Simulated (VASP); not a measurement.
# LuF4 (R3m) in VASP: single point with PBE

Aim: the single point of LuF4 with PBE.

Program: VASP 6.6.1. These are calculated values, not measurements. Logs are shortened: lines on timing, memory, paths and dates and some standing lists are left out, and cuts for length are marked.

## Step 1: The cell of the first run

It takes space group R3m (No. 160, trigonal). The conventional cell has a = 6.457 Å, b = 6.457 Å, c = 6.401 Å, α = 90.00°, β = 90.00°, γ = 120.00°. Within 2.9 Å of Lu (site symmetry 3m) lie 7 F at 2.16 to 2.19 Å. Within 2.9 Å of F (site symmetry 3m) lie 1 Lu at 2.16 Å and 3 F at 2.52 Å. Within 2.9 Å of F (site symmetry m) lie 2 Lu at 2.18 to 2.19 Å and 7 F at 2.52 to 2.89 Å.

The cell was generated, and may not be a known phase.

## Step 2: Single point, PBE

The input, INCAR:

```
PREC = Accurate
ENCUT = 1350
EDIFF = 1E-6
ISMEAR = 0
SIGMA = 0.1
LREAL = False
LASPH = True
NELM = 120
ALGO = Normal
ISIF = 2
LWAVE = False
LCHARG = False
GGA = PE
NBANDS = 34
GGA_COMPAT = False
```

The input, KPOINTS:

```
regular mesh
0
Gamma
  6 6 6
```

The input, POSCAR:

```
LuF4
1.0
    3.2283073592      1.8638641228      2.1335698165
   -3.2283073592      1.8638641228      2.1335698165
    0.0000000000     -3.7277282457      2.1335698165
Lu F
1 4
Direct
    0.2495804908      0.2495804908      0.2495804908
    0.9114134445      0.9114134445      0.9114134445
    0.3227204874      0.7695619098      0.3227204874
    0.3227204874      0.3227204874      0.7695619098
    0.7695619098      0.3227204874      0.3227204874
```

Potentials or basis: VASP PAW PBE potentials, release 64 (Lu, F_h).

On the command line:

```
cat potpaw_PBE.64/Lu/POTCAR potpaw_PBE.64/F_h/POTCAR > POTCAR
mpirun -np 1 vasp_std > vasp.out
```

OUTCAR:

```text
PREC = Accurate
   ENCUT = 1350
   EDIFF = 1E-6
   ISMEAR = 0
   LREAL = False
   LASPH = True
   NELM = 120
   ISIF = 2
   GGA = PE

 ion  position               nearest neighbor table
   1  0.250  0.250  0.250-   2 2.16   4 2.18   3 2.18   5 2.18   5 2.19   3 2.19   4 2.19
   2  0.911  0.911  0.911-   1 2.16
   3  0.323  0.770  0.323-   1 2.18   1 2.19
   4  0.323  0.323  0.770-   1 2.18   1 2.19
   5  0.770  0.323  0.323-   1 2.18   1 2.19

  LATTYP: Found a trigonal (rhomboedric) cell.
 ALAT       =     4.2951225868
 COS(alpha) =    -0.1298703730

  Lattice vectors:

 A1 = (   3.2283073592,   1.8638641228,   2.1335698165)
 A2 = (  -3.2283073592,   1.8638641228,   2.1335698165)
 A3 = (   0.0000000000,  -3.7277282457,   2.1335698165)

Analysis of symmetry for initial positions (statically):
=====================================================================
 Subroutine PRICEL returns:
 Original cell was already a primitive cell.

 Routine SETGRP: Setting up the symmetry group for a
 trigonal (rhombohedral) supercell.

 Subroutine GETGRP returns: Found  6 space group operations
 (whereof  6 operations were pure point group operations)
 out of a pool of 12 trial point group operations.

The static configuration has the point symmetry C_3v.

Analysis of symmetry for dynamics (positions and initial velocities):
=====================================================================
 Subroutine PRICEL returns:
 Original cell was already a primitive cell.

 Routine SETGRP: Setting up the symmetry group for a
 trigonal (rhombohedral) supercell.

 Subroutine GETGRP returns: Found  6 space group operations
 (whereof  6 operations were pure point group operations)
 out of a pool of 12 trial point group operations.

The dynamic configuration has the point symmetry C_3v.

 Subroutine INISYM returns: Found  6 space group operations
 (whereof  6 operations are pure point group operations),
 and found     1 'primitive' translations

----------------------------------------------------------------------------------------

                                     Primitive cell

  volume of cell :      77.0278

  direct lattice vectors                    reciprocal lattice vectors
     3.228307359  1.863864123  2.133569817     0.154879924  0.089419966  0.156232681
    -3.228307359  1.863864123  2.133569817    -0.154879924  0.089419966  0.156232681
     0.000000000 -3.727728246  2.133569817     0.000000000 -0.178839932  0.156232681

  length of vectors
     4.295122587  4.295122587  4.295122587     0.237470782  0.237470782  0.237470782

  position of ions in fractional coordinates (direct lattice)
     0.249580491  0.249580491  0.249580491
     0.911413444  0.911413444  0.911413444
     0.322720487  0.769561910  0.322720487
     0.322720487  0.322720487  0.769561910
     0.769561910  0.322720487  0.322720487

  ion indices of the primitive-cell ions
   primitive index   ion index
                 1           1
                 2           2
                 3           3
                 4           4
                 5           5

----------------------------------------------------------------------------------------

 KPOINTS: regular mesh

Automatic generation of k-mesh.
 Grid dimensions read from file:
 generate k-points for:    6    6    6

 Generating k-lattice:

  Cartesian coordinates                     Fractional coordinates (reciprocal lattice)
     0.025813321  0.014903328  0.026038780     0.166666667 -0.000000000 -0.000000000
    -0.025813321  0.014903328  0.026038780    -0.000000000  0.166666667 -0.000000000
     0.000000000 -0.029806655  0.026038780    -0.000000000 -0.000000000  0.166666667

  Length of vectors
     0.039578464  0.039578464  0.039578464

  Shift w.r.t. Gamma in fractional coordinates (k-lattice)
     0.000000000  0.000000000  0.000000000

 Subroutine IBZKPT returns following result:
 ===========================================

 Found     32 irreducible k-points:

 Following reciprocal coordinates:
            Coordinates               Weight
  0.000000  0.000000  0.000000      1.000000
  0.166667  0.000000  0.000000      6.000000
  0.333333  0.000000  0.000000      6.000000
  0.500000  0.000000  0.000000      3.000000
  0.166667  0.166667  0.000000      6.000000
  0.333333  0.166667  0.000000     12.000000
[... 16 lines left out ...]
  0.500000  0.500000  0.166667      6.000000
 -0.333333  0.500000  0.166667     12.000000
 [... further k-points ...]
   k-points           NKPTS =     32   k-points in BZ     NKDIM =     32   number of bands    NBANDS=     34
   number of dos      NEDOS =    301   number of ions     NIONS =      5
   total plane-waves  NPLWV = 157464
   dimension x,y,z NGX =    54 NGY =   54 NGZ =   54
   dimension x,y,z NGXF=   108 NGYF=  108 NGZF=  108
   ions per type =               1   4
   NGX,Y,Z   is equivalent  to a cutoff of  20.90, 20.90, 20.90 a.u.
   NGXF,Y,Z  is equivalent  to a cutoff of  41.80, 41.80, 41.80 a.u.
 SYSTEM =  unknown system
   PREC   = accura    normal or accurate (medium, high low for compatibility)
   ISTART =      0    job   : 0-new  1-cont  2-samecut
   ICHARG =      2    charge: 1-file 2-atom 10-const
   ISPIN  =      1    spin polarized calculation?
   LNONCOLLINEAR =      F non collinear calculations
   LSORBIT =      F    spin-orbit coupling
   LASPH  =      T    aspherical Exc in radial PAW
   ENCUT  = 1350.0 eV  99.22 Ry    9.96 a.u.  12.87 12.87 12.87*2*pi/ulx,y,z
   NELM   =    120;   NELMIN=  2; NELMDL= -5     # of ELM steps
   EDIFF  = 0.1E-05   stopping-criterion for ELM
   LREAL  =      F    real-space projection
   EDIFFG = 0.1E-04   stopping-criterion for IOM
   NSW    =      0    number of steps for IOM
   IBRION =     -1    ionic relax: 0-MD 1-quasi-New 2-CG
   NFREE  =      0    steps in history (QN), initial steepest desc. (CG)
   ISIF   =      2    stress and relaxation
   ISYM   =      2    0-nonsym 1-usesym 2-fastsym
   POTIM  = 0.5000    time-step for ionic-motion
   TEBEG  =    0.0;   TEEND  =   0.0 temperature during run
   PSTRESS=    0.0 pullay stress
   NELECT =      53.0000    total number of electrons
   NUPDOWN=      -1.0000    fix difference up-down
   EMIN   =  10.00;   EMAX   =-10.00  energy-range for DOS
   EFERMI =   0.00;   METHOD = LEGACY
   ISMEAR =     0;   SIGMA  =   0.10  broadening in eV -4-tet -1-fermi 0-gaus
   EFERMI_NEDOS =   21; number of points for ismear=-14 and -15
   IALGO  =     38    algorithm
   IMIX   =      4    mixing-type and parameters
     AMIX     =   0.40;   BMIX     =  1.00
     AMIX_MAG =   1.60;   BMIX_MAG =  1.00
  volume/ion in A,a.u.               =      15.41       103.96
  Fermi-wavevector in a.u.,A,eV,Ry     =   1.445277  2.731177 28.420191  2.088825
  Thomas-Fermi vector in A             =   2.563477
   LORBIT       =      0    0 simple, 1 ext, 2 COOP (PROOUT), +10 PAW based schemes
   GGA     = PE    functional components
   LHFCALC =     F    Hartree Fock is set to
   AEXX    =    0.0000 exact exchange contribution
   IVDW    =     0    specifies the selected vdW correction
   LEPSILON=     F    determine dielectric tensor
   LRPA    =     F    only Hartree local field effects (RPA)
 non-spin polarized calculation
 Gauss-broadening in eV      SIGMA  =   0.10
  energy-cutoff  :     1350.00
  volume of cell :       77.03
 maximum number of plane-waves:      8710
 NGX is ok and might be reduce to    54
   NGX = 25   NGY = 25   NGZ = 25

 number of electron      53.0000003 magnetization

 Free energy of the ion-electron system (eV)
  ---------------------------------------------------
  ext. energy  EPLUGINS =         0.00000000
  ---------------------------------------------------
  free energy    TOTEN  =       -26.96907251 eV

  energy without entropy =      -26.89551301  energy(sigma->0) =      -26.93229276

 E-fermi :  -3.3609     XC(G=0):  -9.0694

 val. band max:       -3.3626753179   @ k =   0.5000   0.3333   0.3333
 cond. band min:      -3.3595306763   @ k =   0.5000   0.5000   0.1667
 fundamental gap:      0.0031446417
 Fermi energy:        -3.3609154430

 k-point     1 :       0.0000    0.0000    0.0000
  band No.  band energies     occupation
      1     -55.5427      2.00000
      2     -26.4360      2.00000
      3     -26.2622      2.00000
      4     -26.2622      2.00000
      5     -23.6132      2.00000
      6     -23.2044      2.00000
[... 26 lines left out ...]
     33       7.3842      0.00000
     34      11.9626      0.00000

 k-point     2 :       0.1667    0.0000    0.0000
  band No.  band energies     occupation
      1     -55.5424      2.00000
      2     -26.5099      2.00000
      3     -26.3318      2.00000
      4     -26.2613      2.00000
      5     -23.5403      2.00000
      6     -23.2040      2.00000
[... 26 lines left out ...]
     33       7.8893      0.00000
     34      11.1533      0.00000

 k-point     3 :       0.3333    0.0000    0.0000
  band No.  band energies     occupation
      1     -55.5419      2.00000
      2     -26.7240      2.00000
      3     -26.3598      2.00000
      4     -26.2596      2.00000
      5     -23.4775      2.00000
      6     -23.2033      2.00000
[... 26 lines left out ...]
     33       8.1150      0.00000
     34       9.9837      0.00000
[... 704 lines left out ...]
 k-point    23 :       0.5000    0.5000    0.1667
  band No.  band energies     occupation
      1     -55.5404      2.00000
      2     -26.8234      2.00000
      3     -26.7981      2.00000
      4     -26.4447      2.00000
      5     -23.1305      2.00000
      6     -22.7346      2.00000
[... 26 lines left out ...]
     33       9.9039      0.00000
     34      10.1418      0.00000

 k-point    24 :      -0.3333    0.5000    0.1667
  band No.  band energies     occupation
      1     -55.5406      2.00000
      2     -26.8184      2.00000
      3     -26.7059      2.00000
      4     -26.4392      2.00000
      5     -23.1263      2.00000
      6     -22.8037      2.00000
[... 26 lines left out ...]
     33       9.2574      0.00000
     34       9.6824      0.00000

 [... further k-points ...]

------------------------ aborting loop because EDIFF is reached ----------------------------------------

  FORCE on cell =-STRESS in cart. coord.  units (eV):
  Direction    XX          YY          ZZ          XY          YZ          ZX
  --------------------------------------------------------------------------------------
  -------------------------------------------------------------------------------------
  Total       -0.4325850     -0.4325850     -0.5529809      0.0000000      0.0000000     -0.0000000
  in kB       -8.9977679     -8.9977679    -11.5020028      0.0000000      0.0000000     -0.0000000
  external PRESSURE =      -9.8325129 kB  Pullay stress =       0.0000000 kB

 VOLUME and BASIS-vectors are now :
 -----------------------------------------------------------------------------
  energy-cutoff  :     1350.00
  volume of cell :       77.03
      direct lattice vectors                 reciprocal lattice vectors
     3.228307359  1.863864123  2.133569817     0.154879924  0.089419966  0.156232681
    -3.228307359  1.863864123  2.133569817    -0.154879924  0.089419966  0.156232681
     0.000000000 -3.727728246  2.133569817     0.000000000 -0.178839932  0.156232681

 POSITION                                       TOTAL-FORCE (eV/Angst)
 -----------------------------------------------------------------------------------
      0.00000     -0.00000      1.59749         0.000000     -0.000000      0.029868
      0.00000     -0.00000      5.83369         0.000000      0.000000     -0.115655
     -1.44254      0.83285      3.01901         0.021851     -0.012616      0.028596
      0.00000     -1.66570      3.01901         0.000000      0.025232      0.028596
      1.44254      0.83285      3.01901        -0.021851     -0.012616      0.028596
 -----------------------------------------------------------------------------------
    total drift:                               -0.000000      0.000000      0.005043

  FREE ENERGIE OF THE ION-ELECTRON SYSTEM (eV)
  ---------------------------------------------------
  free  energy   TOTEN  =       -26.9690725080 eV

  energy  without entropy=      -26.8955130068  energy(sigma->0) =      -26.93229276
```

Wall time 17 min (1 thread of Intel Xeon Platinum 8259CL at 2.50GHz (Skylake/Cascade Lake), shared host); peak memory 0.61 GiB.

What came out:

```yaml
Free_energy: -26.9691 eV
Pressure: -1.0 GPa
Largest_force: 0.116 eV/Å
Band_gap_on_the_k_mesh: zero (an odd number of electrons rules out a gap without spin polarisation)
```

Forces in eV/Å, atoms in the order of the input:
```
Lu   0.000  0.000  0.030
F    0.000  0.000 -0.116
F    0.022 -0.013  0.029
F    0.000  0.025  0.029
F   -0.022 -0.013  0.029
```

Levels at points of the mesh, in eV from the Fermi level:
| k point | band 23 | band 24 | band 25 | band 26 | band 27 | band 28 | band 29 | band 30 | band 31 | band 32 |
| --- | --- | --- | --- | --- | --- | --- | --- | --- | --- | --- |
| (0.00, 0.00, 0.00) | -0.21 | -0.21 | -0.09 | -0.09 | -0.07 | 7.95 | 8.47 | 8.47 | 10.56 | 10.75 |
| (0.50, 0.00, 0.00) | -0.62 | -0.34 | -0.20 | -0.16 | -0.01 | 8.65 | 9.13 | 9.78 | 10.86 | 10.89 |
| (0.50, 0.50, 0.00) | -0.58 | -0.29 | -0.21 | -0.13 | 0.00 | 9.09 | 9.46 | 10.29 | 10.72 | 12.09 |
| (0.50, 0.50, 0.50) | -0.42 | -0.20 | -0.10 | 0.06 | 0.06 | 9.67 | 9.67 | 10.34 | 12.57 | 12.57 |

Caveat: spin-orbit coupling is left out, which moves the levels of the heavy elements; an odd number of electrons without spin polarisation forces a metal; a magnetic or distorted state may lie lower.
